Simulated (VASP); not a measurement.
# Zr in VASP: further runs

Zr is run at these levels: PBEsol; tasks: single point.

Program: VASP 6.6.1. These are calculated values, not measurements. Logs are shortened: lines on timing, memory, paths and dates and some standing lists are left out, and cuts for length are marked.

## Step 1: The cell of the first run

The typed cell holds 2 atoms: a = 3.232 Å, b = 3.246 Å, c = 5.147 Å, α = 90.21°, β = 90.57°, γ = 120.43°.

## Step 2: Single point, PBEsol (equal xy, yz and zx shear strains of -1 %)

Input file INCAR:

```
SYSTEM = Zr
ALGO = Normal
EDIFF = 1E-7
ENCUT = 520
GGA = PS
ISIF = 2
ISMEAR = -1
LASPH = .True.
LCHARG = .False.
LREAL = .False.
LWAVE = .False.
NBANDS = 19
NELM = 60
PREC = Accurate
SIGMA = 0.08
```

Input file KPOINTS:

```
k-points
0
Gamma
  13 13 7
  0 0 0
```

Input file POSCAR:

```
Zr
1.0
    3.2319982225     -0.0161599911     -0.0161599911
   -1.6299940740      2.8070725612     -0.0059149673
   -0.0257350000     -0.0257350000      5.1470000000
Zr
2
Direct
    0.3333333333      0.6666666667      0.2500000000
    0.6666666667      0.3333333333      0.7500000000
```

Potentials or basis: VASP PAW PBE potentials, release 64 (Zr_sv).

Run with:

```
> cat potpaw_PBE.64/Zr_sv/POTCAR > POTCAR
> mpirun -np 1 vasp_std > vasp.out
```

OUTCAR:

```text
SYSTEM = Zr
   EDIFF = 1E-7
   ENCUT = 520
   GGA = PS
   ISIF = 2
   ISMEAR = -1
   LASPH = .True.
   LREAL = .False.
   NELM = 60
   PREC = Accurate

 ion  position               nearest neighbor table
   1  0.333  0.667  0.250-   2 3.15   2 3.16   2 3.18   2 3.19   2 3.19   2 3.19
   2  0.667  0.333  0.750-   1 3.15   1 3.16   1 3.18   1 3.19   1 3.19   1 3.19

  LATTYP: Found a triclinic cell.
 ALAT       =     3.2180891177
 B/A-ratio  =     1.0043472705
 C/A-ratio  =     1.5994363379
 COS(alpha) =     0.0099745013
 COS(beta)  =     0.0136846555
 COS(gamma) =     0.4934979113

  Lattice vectors:

 A1 = (   1.6020041485,   2.7909125701,  -0.0220749584)
 A2 = (   3.2319982225,  -0.0161599911,  -0.0161599911)
 A3 = (   0.0257350000,   0.0257350000,  -5.1470000000)

Analysis of symmetry for initial positions (statically):
=====================================================================
 Subroutine PRICEL returns:
 Original cell was already a primitive cell.

 Routine SETGRP: Setting up the symmetry group for a
 triclinic supercell.

 Subroutine GETGRP returns: Found  2 space group operations
 (whereof  2 operations were pure point group operations)
 out of a pool of  2 trial point group operations.

The static configuration has the point symmetry S_2 .

Analysis of symmetry for dynamics (positions and initial velocities):
=====================================================================
 Subroutine PRICEL returns:
 Original cell was already a primitive cell.

 Routine SETGRP: Setting up the symmetry group for a
 triclinic supercell.

 Subroutine GETGRP returns: Found  2 space group operations
 (whereof  2 operations were pure point group operations)
 out of a pool of  2 trial point group operations.

The dynamic configuration has the point symmetry S_2 .

 Subroutine INISYM returns: Found  2 space group operations
 (whereof  2 operations are pure point group operations),
 and found     1 'primitive' translations

----------------------------------------------------------------------------------------

                                     Primitive cell

  volume of cell :      46.5580

  direct lattice vectors                    reciprocal lattice vectors
     3.231998223 -0.016159991 -0.016159991     0.310319372  0.180199561  0.002452595
    -1.629994074  2.807072561 -0.005914967     0.001795424  0.357289357  0.001795424
    -0.025735000 -0.025735000  5.147000000     0.000976370  0.000976370  0.194297698

  length of vectors
     3.232079021  3.246008631  5.147128673     0.358853744  0.357298379  0.194302605

  position of ions in fractional coordinates (direct lattice)
     0.333333333  0.666666667  0.250000000
     0.666666667  0.333333333  0.750000000

  ion indices of the primitive-cell ions
   primitive index   ion index
                 1           1
                 2           2

----------------------------------------------------------------------------------------

 KPOINTS: k-points

Automatic generation of k-mesh.
 Grid dimensions read from file:
 generate k-points for:   13   13    7

 Generating k-lattice:

  Cartesian coordinates                     Fractional coordinates (reciprocal lattice)
     0.023870721  0.013861505  0.000188661     0.076923077  0.000000000  0.000000000
     0.000138110  0.027483797  0.000138110    -0.000000000  0.076923077  0.000000000
     0.000139481  0.000139481  0.027756814    -0.000000000 -0.000000000  0.142857143

  Length of vectors
     0.027604134  0.027484491  0.027757515

  Shift w.r.t. Gamma in fractional coordinates (k-lattice)
     0.000000000  0.000000000  0.000000000

 Subroutine IBZKPT returns following result:
 ===========================================

 Found    592 irreducible k-points:

 Following reciprocal coordinates:
            Coordinates               Weight
  0.000000  0.000000  0.000000      1.000000
  0.076923  0.000000  0.000000      2.000000
  0.153846  0.000000  0.000000      2.000000
  0.230769  0.000000  0.000000      2.000000
  0.307692  0.000000  0.000000      2.000000
  0.384615  0.000000  0.000000      2.000000
[... 16 lines left out ...]
  0.153846  0.153846 -0.000000      2.000000
  0.230769  0.153846  0.000000      2.000000
 [... further k-points ...]
   k-points           NKPTS =    592   k-points in BZ     NKDIM =    592   number of bands    NBANDS=     19
   number of dos      NEDOS =    301   number of ions     NIONS =      2
   total plane-waves  NPLWV =  23040
   dimension x,y,z NGX =    24 NGY =   24 NGZ =   40
   dimension x,y,z NGXF=    48 NGYF=   48 NGZF=   80
   ions per type =               2
   NGX,Y,Z   is equivalent  to a cutoff of  12.34, 12.29, 12.92 a.u.
   NGXF,Y,Z  is equivalent  to a cutoff of  24.69, 24.58, 25.84 a.u.
 SYSTEM =  Zr
   PREC   = accura    normal or accurate (medium, high low for compatibility)
   ISTART =      0    job   : 0-new  1-cont  2-samecut
   ICHARG =      2    charge: 1-file 2-atom 10-const
   ISPIN  =      1    spin polarized calculation?
   LNONCOLLINEAR =      F non collinear calculations
   LSORBIT =      F    spin-orbit coupling
   LASPH  =      T    aspherical Exc in radial PAW
   ENCUT  =  520.0 eV  38.22 Ry    6.18 a.u.   6.01  6.04  9.57*2*pi/ulx,y,z
   NELM   =     60;   NELMIN=  2; NELMDL= -5     # of ELM steps
   EDIFF  = 0.1E-06   stopping-criterion for ELM
   LREAL  =      F    real-space projection
   EDIFFG = 0.1E-05   stopping-criterion for IOM
   NSW    =      0    number of steps for IOM
   IBRION =     -1    ionic relax: 0-MD 1-quasi-New 2-CG
   NFREE  =      0    steps in history (QN), initial steepest desc. (CG)
   ISIF   =      2    stress and relaxation
   ISYM   =      2    0-nonsym 1-usesym 2-fastsym
   POTIM  = 0.5000    time-step for ionic-motion
   TEBEG  =    0.0;   TEEND  =   0.0 temperature during run
   PSTRESS=    0.0 pullay stress
   NELECT =      24.0000    total number of electrons
   NUPDOWN=      -1.0000    fix difference up-down
   EMIN   =  10.00;   EMAX   =-10.00  energy-range for DOS
   EFERMI =   0.00;   METHOD = LEGACY
   ISMEAR =    -1;   SIGMA  =   0.08  broadening in eV -4-tet -1-fermi 0-gaus
   EFERMI_NEDOS =   21; number of points for ismear=-14 and -15
   IALGO  =     38    algorithm
   IMIX   =      4    mixing-type and parameters
     AMIX     =   0.40;   BMIX     =  1.00
     AMIX_MAG =   1.60;   BMIX_MAG =  1.00
  volume/ion in A,a.u.               =      23.28       157.09
  Fermi-wavevector in a.u.,A,eV,Ry     =   1.312645  2.480538 23.443323  1.723036
  Thomas-Fermi vector in A             =   2.443022
   LORBIT       =      0    0 simple, 1 ext, 2 COOP (PROOUT), +10 PAW based schemes
   GGA     = PS    functional components
   LHFCALC =     F    Hartree Fock is set to
   AEXX    =    0.0000 exact exchange contribution
   IVDW    =     0    specifies the selected vdW correction
   LEPSILON=     F    determine dielectric tensor
   LRPA    =     F    only Hartree local field effects (RPA)
 non-spin polarized calculation
  energy-cutoff  :      520.00
  volume of cell :       46.56
 maximum number of plane-waves:      1277
   NGX = 13   NGY = 13   NGZ = 19

 number of electron      24.0000000 magnetization

 Free energy of the ion-electron system (eV)
  ---------------------------------------------------
  ext. energy  EPLUGINS =         0.00000000
  ---------------------------------------------------
  free energy    TOTEN  =       -18.16589013 eV

  energy without entropy =      -18.12051509  energy(sigma->0) =      -18.14320261

 E-fermi :   8.8537     XC(G=0): -11.2023

 val. band max:        8.8513316667   @ k =  -0.0769  -0.0769   0.1429
 cond. band min:       8.8577872162   @ k =   0.1538  -0.0769   0.1429
 fundamental gap:      0.0064555495
 Fermi energy:         8.8537306094

 k-point     1 :       0.0000    0.0000    0.0000
  band No.  band energies     occupation
      1     -39.8675      2.00000
      2     -39.7111      2.00000
      3     -18.4210      2.00000
      4     -17.5505      2.00000
      5     -17.5380      2.00000
      6     -17.4074      2.00000
[... 11 lines left out ...]
     18      11.0251      0.00000
     19      13.2879      0.00000

 k-point     2 :       0.0769    0.0000    0.0000
  band No.  band energies     occupation
      1     -39.8606      2.00000
      2     -39.7081      2.00000
      3     -18.4025      2.00000
      4     -17.5804      2.00000
      5     -17.5630      2.00000
      6     -17.4397      2.00000
[... 11 lines left out ...]
     18      10.8502      0.00000
     19      13.3994      0.00000

 k-point     3 :       0.1538    0.0000    0.0000
  band No.  band energies     occupation
      1     -39.8410      2.00000
      2     -39.7004      2.00000
      3     -18.3490      2.00000
      4     -17.6937      2.00000
      5     -17.6004      2.00000
      6     -17.5542      2.00000
[... 11 lines left out ...]
     18      10.9310      0.00000
     19      13.6371      0.00000

 k-point     4 :       0.2308    0.0000    0.0000
  band No.  band energies     occupation
      1     -39.8123      2.00000
      2     -39.6903      2.00000
      3     -18.2668      2.00000
      4     -17.8537      2.00000
      5     -17.7103      2.00000
      6     -17.6503      2.00000
[... 11 lines left out ...]
     18      11.6060      0.00000
     19      13.8664      0.00000

 k-point     5 :       0.3077    0.0000    0.0000
  band No.  band energies     occupation
      1     -39.7796      2.00000
      2     -39.6816      2.00000
      3     -18.1665      2.00000
      4     -18.0228      2.00000
      5     -17.8688      2.00000
      6     -17.7011      2.00000
[... 11 lines left out ...]
     18      12.4536      0.00000
     19      14.0300      0.00000
[... 334 lines left out ...]
      2     -39.7007      2.00000
      3     -18.3499      2.00000
      4     -17.6967      2.00000
      5     -17.5935      2.00000
      6     -17.5571      2.00000
[... 11 lines left out ...]
     18      10.9879      0.00000
     19      13.6501      0.00000

 k-point    22 :       0.0769    0.1538    0.0000
  band No.  band energies     occupation
      1     -39.8234      2.00000
      2     -39.6941      2.00000
      3     -18.2990      2.00000
      4     -17.7813      2.00000
      5     -17.6974      2.00000
      6     -17.5898      2.00000
[... 11 lines left out ...]
     18      11.4764      0.00000
     19      13.7273      0.00000

 k-point    23 :       0.1538    0.1538   -0.0000
  band No.  band energies     occupation
      1     -39.7971      2.00000
      2     -39.6859      2.00000
      3     -18.2210      2.00000
      4     -17.8781      2.00000
      5     -17.8501      2.00000
      6     -17.6348      2.00000
[... 11 lines left out ...]
     18      12.3138      0.00000
     19      13.7794      0.00000

 k-point    24 :       0.2308    0.1538    0.0000
  band No.  band energies     occupation
      1     -39.7671      2.00000
      2     -39.6792      2.00000
      3     -18.1250      2.00000
      4     -18.0124      2.00000
      5     -17.9510      2.00000
      6     -17.7084      2.00000
[... 11 lines left out ...]
     18      13.3198      0.00000
     19      13.8264      0.00000

 [... further k-points ...]
[... 5 lines left out ...]
  --------------------------------------------------------------------------------------
  -------------------------------------------------------------------------------------
  Total       -0.9986069     -0.9961891     -0.8123502      0.1315751      0.0708117      0.0709515
  in kB      -34.3645608    -34.2813578    -27.9550038      4.5278273      2.4368072      2.4416191
  external PRESSURE =     -32.2003075 kB  Pullay stress =       0.0000000 kB

 VOLUME and BASIS-vectors are now :
 -----------------------------------------------------------------------------
  energy-cutoff  :      520.00
  volume of cell :       46.56
      direct lattice vectors                 reciprocal lattice vectors
     3.231998223 -0.016159991 -0.016159991     0.310319372  0.180199561  0.002452595
    -1.629994074  2.807072561 -0.005914967     0.001795424  0.357289357  0.001795424
    -0.025735000 -0.025735000  5.147000000     0.000976370  0.000976370  0.194297698

 POSITION                                       TOTAL-FORCE (eV/Angst)
 -----------------------------------------------------------------------------------
     -0.01576      1.85956      1.27742         0.019445      0.000459      0.001404
      1.59203      0.90562      3.84751        -0.019445     -0.000459     -0.001404
 -----------------------------------------------------------------------------------
    total drift:                               -0.000000      0.000000     -0.000000

  FREE ENERGIE OF THE ION-ELECTRON SYSTEM (eV)
  ---------------------------------------------------
  free  energy   TOTEN  =       -18.1658901315 eV

  energy  without entropy=      -18.1205150925  energy(sigma->0) =      -18.14320261
```

Run time: 1.9 min. Hardware: 1 thread of Intel Xeon 6975P-C (Granite Rapids), shared host; peak memory 0.5 GiB.

What came out:

```yaml
Free_energy: -18.1659 eV
Pressure: -3.2 GPa
Largest_force: 0.020 eV/Å
Band_gap_on_the_k_mesh: zero (band 12 reaches 9.81 eV, above the bottom of band 13 at 8.62 eV)
```

Forces on the atoms (eV/Å):
```
Zr   0.019  0.000  0.001
Zr  -0.019  0.000 -0.001
```

Stress tensor (GPa, compression positive):
```
-3.44  0.45  0.24
 0.45 -3.43  0.24
 0.24  0.24 -2.80
```

Levels at points of the mesh, in eV from the Fermi level:
```tsv
k point	band 10	band 11	band 12	band 13	band 14	band 15
(0.00, 0.00, 0.00)	-3.03	0.79	0.95	1.02	1.20	1.49
```

Caveat: the cell differs from its parent crystal (equal xy, yz and zx shear strains of -1 %); the PAW data sets were made with another functional, which shifts forces and pressure a little.

## Step 3: Single point, PBEsol (equal xy, yz and zx shear strains of +1 %)

Input file INCAR:

```
SYSTEM = Zr
PREC = Accurate ; ENCUT = 520
EDIFF = 1E-7 ; ISMEAR = -1
SIGMA = 0.08 ; LREAL = .False.
LASPH = .True. ; NELM = 100
ALGO = Normal ; ISIF = 2
LWAVE = .False. ; LCHARG = .False.
GGA = PS ; NBANDS = 19
```

Input file KPOINTS:

```
Automatic mesh
0
Gamma
  13 13 7
  0 0 0
```

Input file POSCAR:

```
Zr
1.0
    3.2319982225      0.0161599911      0.0161599911
   -1.6020041484      2.7909125700      0.0059149673
    0.0257350000      0.0257350000      5.1470000000
Zr
2
Direct
    0.3333333333      0.6666666667      0.2500000000
    0.6666666667      0.3333333333      0.7500000000
```

Potentials or basis: VASP PAW PBE potentials, release 64 (Zr_sv).

Run with:

```
> cat potpaw_PBE.64/Zr_sv/POTCAR > POTCAR
> mpirun -np 1 vasp_std > vasp.out
```

It took 1.9 min on 1 thread of Intel Xeon 6975P-C (Granite Rapids), shared host; peak memory 0.49 GiB.

It converged, with:

* Free energy: -18.1660 eV
* Pressure: -3.2 GPa
* Largest force: 0.018 eV/Å
* Band gap on the k mesh: zero (band 12 reaches 9.81 eV, above the bottom of band 13 at 8.61 eV)

Forces on the atoms (eV/Å):
```
Zr  -0.018  0.000  0.001
Zr   0.018  0.000 -0.001
```

Stress tensor (GPa, compression positive):
```
-3.44 -0.43 -0.22
-0.43 -3.43 -0.22
-0.22 -0.22 -2.80
```

Levels at points of the mesh, in eV from the Fermi level:
| k point | band 10 | band 11 | band 12 | band 13 | band 14 | band 15 |
| --- | --- | --- | --- | --- | --- | --- |
| (0.00, 0.00, 0.00) | -3.03 | 0.79 | 0.95 | 1.02 | 1.20 | 1.49 |

Caveat: the cell differs from its parent crystal (equal xy, yz and zx shear strains of +1 %); the PAW data sets were made with another functional, which shifts forces and pressure a little.

[end of part 1 of 2]
